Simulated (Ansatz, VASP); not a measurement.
# Al in VASP and in Ansatz

```xyz
1
Lattice="0.0000 2.0218 2.0218 2.0218 0.0000 2.0218 2.0218 2.0218 0.0000" Properties=species:S:1:pos:R:3 pbc="T T T"
Al    0.0000    0.0000    0.0000
```

Alike in both runs: functional PBE; k mesh 30 × 30 × 30; occupations gaussian, width 0.5 eV; no spin polarisation.

Ansatz relaxed the structure, and its values are those at the end. VASP's run is a single point on that final structure, the one shown.

```csv
,VASP,Ansatz
version,VASP 6.6.1,Ansatz 0.2.0
potentials or method,"VASP PAW PBE potentials, release 64 (Al)","scalar-relativistic, plane waves, PAW"
plane-wave cutoff (eV),520,420
valence electrons in the cell,3,3
```

|  | VASP | Ansatz | Ansatz less VASP |
| --- | --- | --- | --- |
| pressure (GPa) | 0.0 | 0.0 | +0.04 |
